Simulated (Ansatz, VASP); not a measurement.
## One calculation of SnO, two programs

```xyz
2
Lattice="-0.0278 2.6804 2.6804 2.6804 -0.0278 2.6804 2.6804 2.6804 -0.0278" Properties=species:S:1:pos:R:3 pbc="T T T"
Sn   -0.0124   -0.0124   -0.0124
O     1.3457    1.3457    1.3457
```

Change from the starting cell: shear_111 strain -1.5%.

Alike in both runs: task single point; functional HSE06; k mesh 6 × 6 × 6; occupations fermi-dirac, width 0.02 eV; no spin polarisation.

```csv
,VASP,Ansatz
version,VASP 6.6.1,Ansatz 0.2.0
potentials or method,"VASP PAW PBE potentials, release 64 (Sn_d, O)","plane waves, PAW"
plane-wave cutoff (eV),520,420
valence electrons in the cell,20,20
```

Ansatz gave:

```
pressure (GPa)                                                : 1.3
traceless stress, the component that is largest in VASP (GPa) : -0.61
rms of the force components (eV/Å)                            : 0.025
```

Q: What did VASP give for the same quantities?

A: Pressure (GPa): 1.4; traceless stress, the component that is largest in VASP (GPa): -0.61; rms of the force components (eV/Å): 0.025.

Atom by atom the forces differ by 0.000 eV/Å (rms over components). With one functional, cell and mesh, what is left measures potentials, basis and numerics. Ansatz's warnings: filled band counts differ across k points, stress exchange threshold loose, stress scf threshold loose.
